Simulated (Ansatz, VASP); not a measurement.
## One calculation of Te, two programs

```
CELL_PARAMETERS angstrom
2.98005 0.00000 0.08918
0.00000 3.33239 0.00000
-0.09969 0.00000 3.33324
ATOMIC_POSITIONS crystal
Te 0.00000 0.00000 0.50000
```

Alike in both runs: functional PBE; k mesh 6 × 6 × 6; occupations gaussian, width 0.1 eV; no spin polarisation.

Ansatz relaxed the structure, and its values are those at the end. VASP's run is a single point on that final structure, the one shown.

|  | VASP | Ansatz |
| --- | --- | --- |
| version | VASP 6.6.1 | Ansatz 0.2.0 |
| potentials or method | VASP PAW PBE potentials, release 64 (Te), cutoff 520 eV | scalar-relativistic, plane waves, PAW |
| valence electrons in the cell | 6 | 16 |

|  | VASP | Ansatz | Ansatz less VASP |
| --- | --- | --- | --- |
| gap on the k mesh at the Fermi level (eV) | none | none | - |
| pressure (GPa) | 0.0 | 0.0 | +0.04 |

A gap of «none» marks a metal or a gap that the smearing closes. VASP's potentials hold 6 valence electrons a cell and Ansatz's 16, so a difference there can come from the potentials and not from the codes.

Neither program's run includes spin-orbit coupling.
